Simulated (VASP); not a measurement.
Write the native input for VASP 6.6.1 that does the following.

- Task: single point
- Functional: PBE
- Potentials or basis: VASP PAW PBE potentials, release 64 (Sn_d, C)
- Cutoff: 520 eV
- k mesh: 10 × 10 × 10
- Occupations: gaussian, width 0.01 eV
- Spin: no spin polarisation
- Dipole correction: no
- Further INCAR settings: ALGO = Normal; EDIFF = 1e-06; NBANDS = 18

The structure of SnC2 lies in POSCAR:

```
SnC2
1.0
   -2.0350734384      2.0350734384      3.2980090786
    2.0350734384     -2.0350734384      3.2980090786
    2.0350734384      2.0350734384     -3.2980090786
Sn C
1 2
Direct
    0.0000000000      0.0000000000      0.0000000000
    0.5962717205      0.5962717205      0.0000000000
    0.4037282795      0.4037282795      0.0000000000
```

The input as run:

INCAR

```
PREC = Accurate ; ENCUT = 520
EDIFF = 1E-6 ; ISMEAR = 0
SIGMA = 0.01 ; LREAL = F
LASPH = T ; NELM = 60
ALGO = Normal ; ISIF = 2
LWAVE = F ; LCHARG = T
GGA = PE ; LELF = T
LVHAR = T ; NBANDS = 18
```

KPOINTS

```
regular mesh
0
Gamma
  10 10 10
```

Potentials or basis: VASP PAW PBE potentials, release 64 (Sn_d, C).

Run with:

```sh
$ cat potpaw_PBE.64/Sn_d/POTCAR potpaw_PBE.64/C/POTCAR > POTCAR
$ mpirun -np 1 vasp_std > vasp.out
```

It gave:

```json
{
 "Pressure": "0.1 GPa",
 "Largest force": "0.110 eV/Å",
 "Band gap on the k mesh": "0.94 eV, indirect (least direct gap 1.70 eV)"
}
```

Caveat: spin-orbit coupling is left out, which moves the levels of the heavy elements.

Run time: 59 s on 1 thread of Intel(R) Xeon(R) 6975P-C (Granite Rapids) (shared host), peak memory 0.25 GiB.
